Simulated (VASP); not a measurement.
C, 2 atoms in the cell. Symmetry: C2/m, No. 12, monoclinic system. Conventional cell: a = 4.255 Å, b = 2.457 Å, c = 3.765 Å, α = 90.00°, β = 111.49°, γ = 90.00°. C (site symmetry m) has 3 C at 1.42 Å within 1.9 Å. 

* Program: VASP 6.6.1
* Task: single point
* Functional: BLYP
* Potentials or basis: VASP PAW PBE potentials, release 64 (C)
* Cutoff: 520 eV
* k mesh: 13 × 13 × 8
* Occupations: methfessel-paxton, width 0.05 eV
* Spin: no spin polarisation
* Dipole correction: no
* Further INCAR settings: ALGO = Normal; EDIFF = 1e-06; NBANDS = 11

Potentials or basis: VASP PAW PBE potentials, release 64 (C).

Launch:

```console
$ cat potpaw_PBE.64/C/POTCAR > POTCAR
$ mpirun -np 1 vasp_std > vasp.out
```

Hardware: 1 thread of Intel(R) Xeon(R) 6975P-C (Granite Rapids), on a shared host.

Question: Estimate the wall time of this run.

Answer: It took 25 s on 1 thread of Intel(R) Xeon(R) 6975P-C (Granite Rapids) (shared host), peak memory 0.16 GiB. Counts: scf iterations 12, k points 371.
